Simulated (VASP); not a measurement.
# KF (F-43m) in VASP: a series of runs, part 2 of 2

VASP 6.6.1. The steps go on from the part before.

## 5. Single point, PBE

This run uses another cell than the first one, of 26.33 Å³/atom.

File INCAR:

```
PREC = Accurate ; ENCUT = 520
EDIFF = 1E-6 ; ISMEAR = -1
SIGMA = 0.02 ; LREAL = False
LASPH = True ; NELM = 100
ALGO = Normal ; ISIF = 2
LWAVE = False ; LCHARG = False
GGA = PE ; NBANDS = 15
```

File KPOINTS:

```
Automatic mesh
0
Gamma
  8 8 8
```

File POSCAR:

```
KF
1.0
    0.0000000000      2.9748243948      2.9748243948
    2.9748243948      0.0000000000      2.9748243948
    2.9748243948      2.9748243948      0.0000000000
K F
1 1
Direct
    0.0000000000      0.0000000000      0.0000000000
    0.2500000000      0.2500000000      0.2500000000
```

Potentials or basis: VASP PAW PBE potentials, release 64 (K_sv, F).

Command:

```console
$ cat potpaw_PBE.64/K_sv/POTCAR potpaw_PBE.64/F/POTCAR > POTCAR
$ mpirun -np 1 vasp_std > vasp.out
```

OUTCAR:

```text
PREC = Accurate
   ENCUT = 520
   EDIFF = 1E-6
   ISMEAR = -1
   LREAL = False
   LASPH = True
   NELM = 100
   ISIF = 2
   GGA = PE

 ion  position               nearest neighbor table
   1  0.000  0.000  0.000-   2 2.58   2 2.58   2 2.58   2 2.58
   2  0.250  0.250  0.250-   1 2.58   1 2.58   1 2.58   1 2.58

  LATTYP: Found a face centered cubic cell.
 ALAT       =     5.9496487896

  Lattice vectors:

 A1 = (   0.0000000000,   2.9748243948,   2.9748243948)
 A2 = (   2.9748243948,   0.0000000000,   2.9748243948)
 A3 = (   2.9748243948,   2.9748243948,   0.0000000000)

Analysis of symmetry for initial positions (statically):
=====================================================================
 Subroutine PRICEL returns:
 Original cell was already a primitive cell.

 Routine SETGRP: Setting up the symmetry group for a
 face centered cubic supercell.

 Subroutine GETGRP returns: Found 24 space group operations
 (whereof 24 operations were pure point group operations)
 out of a pool of 48 trial point group operations.

The static configuration has the point symmetry T_d .

[... 173 lines left out ...]
      6      -3.9030      2.00000
      7      -3.9030      2.00000
      8      -3.9030      2.00000
      9       1.3269      0.00000
     10       7.8780      0.00000
     11       7.8780      0.00000
     12       7.9784      0.00000
     13       7.9784      0.00000
     14       7.9784      0.00000
[... 401 lines left out ...]
      2     -22.3046      2.00000
      3     -13.6056      2.00000
      4     -13.5147      2.00000
      5     -13.4360      2.00000
      6      -3.9609      2.00000
      7      -3.8598      2.00000
      8      -3.7803      2.00000
      9       4.2412      0.00000
     10       5.2447      0.00000
     11       6.9689      0.00000
     12       7.4251      0.00000
     13       9.0223      0.00000
     14       9.4936      0.00000
     15       9.9370      0.00000

 [... further k-points ...]

------------------------ aborting loop because EDIFF is reached ----------------------------------------

  FORCE on cell =-STRESS in cart. coord.  units (eV):
  Direction    XX          YY          ZZ          XY          YZ          ZX
  --------------------------------------------------------------------------------------
  -------------------------------------------------------------------------------------
  Total        0.0076152      0.0076152      0.0076152      0.0000000      0.0000000      0.0000000
  in kB        0.2317271      0.2317271      0.2317271      0.0000000      0.0000000      0.0000000
  external PRESSURE =       0.2317271 kB  Pullay stress =       0.0000000 kB

 VOLUME and BASIS-vectors are now :
 -----------------------------------------------------------------------------
  energy-cutoff  :      520.00
  volume of cell :       52.65
      direct lattice vectors                 reciprocal lattice vectors
     0.000000000  2.974824395  2.974824395    -0.168077148  0.168077148  0.168077148
     2.974824395  0.000000000  2.974824395     0.168077148 -0.168077148  0.168077148
     2.974824395  2.974824395  0.000000000     0.168077148  0.168077148 -0.168077148

 POSITION                                       TOTAL-FORCE (eV/Angst)
 -----------------------------------------------------------------------------------
      0.00000      0.00000      0.00000        -0.000000     -0.000000      0.000000
      1.48741      1.48741      1.48741         0.000000      0.000000     -0.000000
 -----------------------------------------------------------------------------------
    total drift:                               -0.000000     -0.000000     -0.000000

  FREE ENERGIE OF THE ION-ELECTRON SYSTEM (eV)
  ---------------------------------------------------
  free  energy   TOTEN  =        -8.1293493025 eV

  energy  without entropy=       -8.1293493025  energy(sigma->0) =       -8.12934930
```

OSZICAR:

```text
N       E                     dE             d eps       ncg     rms          rms(c)
DAV:   1     0.111275078742E+03    0.11128E+03   -0.78319E+03   870   0.989E+02
DAV:   2    -0.442572038776E+01   -0.11570E+03   -0.10700E+03  1088   0.274E+02
DAV:   3    -0.953430983398E+01   -0.51086E+01   -0.50829E+01  1223   0.519E+01
DAV:   4    -0.972177146350E+01   -0.18746E+00   -0.18745E+00  1162   0.868E+00
DAV:   5    -0.972295888299E+01   -0.11874E-02   -0.11874E-02  1216   0.817E-01    0.678E+00
DAV:   6    -0.817550698651E+01    0.15475E+01   -0.46997E+00   975   0.156E+01    0.371E+00
DAV:   7    -0.812714439888E+01    0.48363E-01   -0.12668E-01   985   0.250E+00    0.220E+00
DAV:   8    -0.812348458701E+01    0.36598E-02   -0.81611E-02   982   0.264E+00    0.319E-01
DAV:   9    -0.812727612737E+01   -0.37915E-02   -0.82914E-03  1050   0.567E-01    0.147E-01
DAV:  10    -0.812939630674E+01   -0.21202E-02   -0.22607E-03   905   0.396E-01    0.595E-02
DAV:  11    -0.812933746571E+01    0.58841E-04   -0.15947E-04  1178   0.991E-02    0.199E-02
DAV:  12    -0.812934827026E+01   -0.10805E-04   -0.25810E-05   949   0.406E-02    0.582E-03
DAV:  13    -0.812934928798E+01   -0.10177E-05   -0.31976E-06  1074   0.128E-02    0.209E-03
DAV:  14    -0.812934930253E+01   -0.14551E-07   -0.11309E-07   862   0.280E-03
   1 F= -.81293493E+01 E0= -.81293493E+01  d E =-.141383E-10
```

It took 31 s on 1 thread of Intel Xeon 8259CL, shared host; peak memory 0.18 GiB.

Results:

```yaml
Free_energy: -8.1293 eV
Pressure: 0.0 GPa
Band_gap_on_the_k_mesh: 5.05 eV (least direct gap 5.23 eV)
```

Caveat: the structure was generated, so it needn't be the stable form of KF.

## 6. Single point, r2SCAN

File POSCAR:

```
KF
1.0
    0.0000000000      2.9354012355      2.9354012355
    2.9354012355      0.0000000000      2.9354012355
    2.9354012355      2.9354012355      0.0000000000
K F
1 1
Direct
    0.0000000000      0.0000000000      0.0000000000
    0.2500000000      0.2500000000      0.2500000000
```

File INCAR.step1:

```
  PREC = Accurate
  ENCUT = 520
  ISMEAR = 0
  SIGMA = 0.01
  LREAL = False
  LASPH = True
  NELM = 60
  NBANDS = 15
  GGA = PE
  ALGO = Normal
  EDIFF = 1E-4
  LWAVE = True
  LCHARG = False
```

File INCAR.step2:

```
  PREC = Accurate
  ENCUT = 520
  EDIFF = 1E-6
  ISMEAR = 0
  SIGMA = 0.01
  LREAL = False
  LASPH = True
  NELM = 60
  ALGO = Normal
  ISIF = 2
  LWAVE = False
  LCHARG = False
  METAGGA = R2SCAN
  LMIXTAU = True
  NBANDS = 15
  ISTART = 1
```

File KPOINTS:

```
regular mesh
0
Gamma
  8 8 8
```

Potentials or basis: VASP PAW PBE potentials, release 64 (K_sv, F).

Command:

```console
$ cat potpaw_PBE.64/K_sv/POTCAR potpaw_PBE.64/F/POTCAR > POTCAR
$ cp INCAR.step1 INCAR
$ mpirun -np 1 vasp_std > vasp.out
$ cp INCAR.step2 INCAR
$ mpirun -np 1 vasp_std > vasp.out
```

It took 2.2 min on 1 thread of Intel Xeon 8259CL, shared host; peak memory 0.19 GiB.

The run converged. Its results:

- Free energy: -14.7061 eV
- Pressure: 0.0 GPa
- Band gap on the k mesh: 5.74 eV (least direct gap 5.95 eV)

Levels at points of the mesh, in eV from the valence-band top:
| k point | band 5 | band 6 | band 7 | band 8 | band 9 | band 10 | band 11 | band 12 |
| --- | --- | --- | --- | --- | --- | --- | --- | --- |
| (0.00, 0.00, 0.00) | -9.85 | -0.21 | -0.21 | -0.21 | 5.74 | 12.64 | 12.64 | 12.77 |
| (0.50, 0.00, 0.00) | -9.90 | -0.26 | -0.12 | -0.12 | 8.56 | 9.87 | 11.70 | 11.70 |
| (0.50, 0.50, 0.00) | -9.88 | -0.43 | 0.00 | 0.00 | 8.83 | 8.94 | 13.28 | 13.81 |

Caveat: the structure was generated, so it needn't be the stable form of KF; the PAW data sets were made with another functional, which shifts forces and pressure a little. A k mesh can miss the band edges.

## 7. Summary

| level | potentials or basis | cell | k mesh | smearing | gap on the mesh (eV) | pressure (GPa) |
| --- | --- | --- | --- | --- | --- | --- |
| r2SCAN | VASP PAW PBE potentials, release 64 (K_sv, F) | a = 4.151 Å, angles 60.0°, 2 atoms | 6 × 6 × 6 | fermi-dirac 0.02 eV | 5.74 | 0.0 |
| PBE | VASP PAW PBE potentials, release 64 (K_sv, F) | a = 4.151 Å, angles 60.0°, 2 atoms | 8 × 8 × 8 | fermi-dirac 0.02 eV | 5.16 | 0.9 |
| LDA | VASP PAW LDA potentials, release 64 (K_sv, F) | a = 4.151 Å, angles 60.0°, 2 atoms | 8 × 8 × 8 | gaussian 0.01 eV | 4.92 | -2.0 |
| PBE | VASP PAW PBE potentials, release 64 (K_sv, F) | a = 4.207 Å, angles 60.0°, 2 atoms | 8 × 8 × 8 | fermi-dirac 0.02 eV | 5.05 | 0.0 |
| r2SCAN | VASP PAW PBE potentials, release 64 (K_sv, F) | a = 4.151 Å, angles 60.0°, 2 atoms | 8 × 8 × 8 | gaussian 0.01 eV | 5.74 | 0.0 |

Alike in all rows: task single point; no spin polarisation; cutoff (eV) 520.

Caveats: the structure was generated, so it needn't be the stable form of KF; the PAW data sets were made with another functional, which shifts forces and pressure a little (at least some runs).

Total energies depend on the potentials used, so only differences within one code and one set of settings carry meaning.
